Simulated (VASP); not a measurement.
Input of a VASP 6.6.1 run:

POSCAR

```
PbSe
1.0
    4.2735454799      0.0000000000      0.0000000000
   -2.1367727399      3.7009989499      0.0000000000
    0.0000000000      0.0000000000      7.5550281280
Pb Se
2 2
Direct
    0.0000000000      0.0000000000      0.0000000000
    0.0000000000      0.0000000000      0.5000000000
    0.3333333333      0.6666666667      0.2500000000
    0.6666666667      0.3333333333      0.7500000000
```

Contents of INCAR.step1:

```
SYSTEM = PbSe
ALGO = Normal
EDIFF = 1E-4
ENCUT = 520
GGA = PE
ISMEAR = -1
LASPH = .True.
LCHARG = .False.
LREAL = .False.
LWAVE = .True.
NBANDS = 28
NELM = 80
PREC = Accurate
SIGMA = 0.02
```

INCAR.step2

```
SYSTEM = PbSe
ALGO = Normal
EDIFF = 1E-7
ENCUT = 520
ISIF = 2
ISMEAR = -1
ISTART = 1
LASPH = .True.
LCHARG = .False.
LMIXTAU = .True.
LREAL = .False.
LWAVE = .False.
METAGGA = R2SCAN
NBANDS = 28
NELM = 80
PREC = Accurate
SIGMA = 0.02
```

Contents of KPOINTS:

```
k-points
0
Gamma
  12 12 4
  0 0 0
```

Potentials or basis: VASP PAW PBE potentials, release 64 (Pb_d, Se).

Run with:

```sh
$ cat potpaw_PBE.64/Pb_d/POTCAR potpaw_PBE.64/Se/POTCAR > POTCAR
$ cp INCAR.step1 INCAR
$ mpirun -np 1 vasp_std > vasp.out
$ cp INCAR.step2 INCAR
$ mpirun -np 1 vasp_std > vasp.out
```

Predict the pressure.

0.0 GPa.

Estimate the band gap on the k mesh.

0.12 eV.

Caveat: the PAW data sets were made with another functional, which shifts forces and pressure a little; spin-orbit coupling is left out, which moves the levels of the heavy elements. A k mesh can miss the band edges.
